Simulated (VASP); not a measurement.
Set up this calculation in VASP 6.6.1, as the native input.

| Item | Value |
| --- | --- |
| Task | single point |
| Functional | PBE |
| Dispersion | D3(BJ) |
| Potentials or basis | VASP PAW PBE potentials, release 64 (Ge_d, F) |
| Cutoff | 520 eV |
| k mesh | 7 × 7 × 1 |
| Occupations | gaussian, width 0.1 eV |
| Spin | no spin polarisation |
| Dipole correction | yes |
| Further INCAR settings | ALGO = Normal; EDIFF = 1e-06; NBANDS = 40 |

The structure of Ge4F lies in POSCAR:

```
Ge4F
1.0
    4.0303587907      0.0000000000      0.0000000000
    0.0000000000      4.0303587907      0.0000000000
    0.0000000000      0.0000000000     21.6416627718
Ge F
4 1
Direct
    0.0000000000      0.5000000000      0.1848286817
    0.0000000000      0.0000000000      0.2506714513
    0.5000000000      0.0000000000      0.3196569899
    0.5000000000      0.5000000000      0.3854446333
    0.8750000000      0.6250000000      0.5379282957
```

These files were run (other wordings do the same):

INCAR

```
ALGO = Normal ; DIPOL = 0.5 0.5 0.336
EDIFF = 1E-6 ; ENCUT = 520
GGA = PE ; IDIPOL = 3
ISIF = 2 ; ISMEAR = 0
IVDW = 12 ; LASPH = True
LCHARG = False ; LDIPOL = True
LREAL = False ; LWAVE = False
NBANDS = 40 ; NELM = 100
PREC = Accurate ; SIGMA = 0.1
```

KPOINTS

```
k-points
0
Gamma
  7 7 1
```

Potentials or basis: VASP PAW PBE potentials, release 64 (Ge_d, F).

Command:

```bash
$ cat potpaw_PBE.64/Ge_d/POTCAR potpaw_PBE.64/F/POTCAR > POTCAR
$ mpirun -np 1 vasp_std > vasp.out
```

Results of the run:

* Largest force: 0.686 eV/Å
* Band gap on the k mesh: zero (an odd number of electrons rules out a gap without spin polarisation)
* Dispersion energy per atom: -0.176 eV

Caveat: an odd number of electrons without spin polarisation forces a metal; a magnetic or distorted state may lie lower.

Wall time 6.3 min on 1 thread of Intel(R) Xeon(R) 6975P-C (Granite Rapids), on a shared host, peak memory 0.52 GiB.
